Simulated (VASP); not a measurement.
Wanted: the native input for a VASP 6.6.1 run.

```
Task                   : single point
Functional             : PBE
Potentials or basis    : VASP PAW PBE potentials, release 64 (Al, Ni)
Cutoff                 : 520 eV
k mesh                 : 14 × 14 × 14
Occupations            : gaussian, width 0.1 eV
Spin                   : no spin polarisation
Dipole correction      : no
Further INCAR settings : ALGO = Normal; EDIFF = 1e-06; NBANDS = 14
```

The structure of AlNi lies in POSCAR:

```
AlNi
1.0
    2.9498250661      0.0000000000      0.0000000000
    0.0000000000      2.9498250661      0.0000000000
    0.0000000000      0.0000000000      2.9498250661
Al Ni
1 1
Direct
    0.0000000000      0.0000000000      0.0000000000
    0.5000000000      0.5000000000      0.5000000000
```

This cell differs from its parent crystal: volume scaled by 1.06.

One way to write it, as run:

INCAR

```
SYSTEM = AlNi
PREC     = Accurate       ! precision mode
ENCUT    = 520            ! plane-wave cutoff, eV
EDIFF    = 1E-6           ! SCF threshold, eV
ISMEAR   = 0              ! smearing method
SIGMA    = 0.1            ! smearing width, eV
LREAL    = .False.        ! projectors in reciprocal space
LASPH    = .True.         ! aspherical terms in the spheres
NELM     = 60             ! most SCF steps
ALGO     = Normal         ! electronic algorithm
ISIF     = 2              ! what is computed and relaxed
LWAVE    = .False.        ! write WAVECAR
LCHARG   = .True.         ! write CHGCAR
GGA      = PE             ! functional
LELF     = .True.         ! ELF
LVHAR    = .True.       
NBANDS   = 14             ! bands
```

KPOINTS

```
Automatic mesh
0
Gamma
  14 14 14
  0 0 0
```

Potentials or basis: VASP PAW PBE potentials, release 64 (Al, Ni).

Run with:

```console
$ cat potpaw_PBE.64/Al/POTCAR potpaw_PBE.64/Ni/POTCAR > POTCAR
$ mpirun -np 1 vasp_std > vasp.out
```

Results of the run:

| Item | Value |
| --- | --- |
| Pressure | -8.1 GPa |

Run time: 18 s on 1 thread of AMD EPYC 9R45 96-Core Processor (Zen 5) (shared host), peak memory 0.14 GiB.
